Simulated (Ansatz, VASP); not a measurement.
## P: VASP beside Ansatz

```
CELL_PARAMETERS angstrom
4.27917 0.00000 0.00000
-2.13958 3.70587 0.00000
0.00000 0.00000 7.06062
ATOMIC_POSITIONS crystal
P 0.33333 0.66667 0.43750
P 0.66667 0.33333 0.93750
P 0.66667 0.33333 0.56250
P 0.33333 0.66667 0.06250
```

Alike in both runs: task relaxation of cell and atoms; functional r2SCAN; k mesh 6 × 6 × 4; occupations gaussian, width 0.1 eV; no spin polarisation.

|  | VASP | Ansatz |
| --- | --- | --- |
| version | VASP 6.6.1 | Ansatz 0.2.0 |
| potentials or method | VASP PAW PBE potentials, release 64 (P), cutoff 600 eV | scalar-relativistic, plane waves, PAW |
| valence electrons in the cell | 20 | 20 |

```csv
,VASP,Ansatz,Ansatz less VASP
"gap on the k mesh at the Fermi level, each at its own relaxed structure (eV)",none,none,-
relaxed volume (Å³/atom),16.58,16.67,+0.099
relaxed length of the cell vector where the two differ most in proportion (Å),4.708,4.719,+0.0108
```

VASP's potentials were made for PBE, not for r2SCAN. A gap of «none» marks a metal or a gap that the smearing closes.

Noted on VASP's run: the volume moved by over 15 % at a fixed basis, so the end points are rough; too few bands were computed for a metal, which touches its energy and stress.
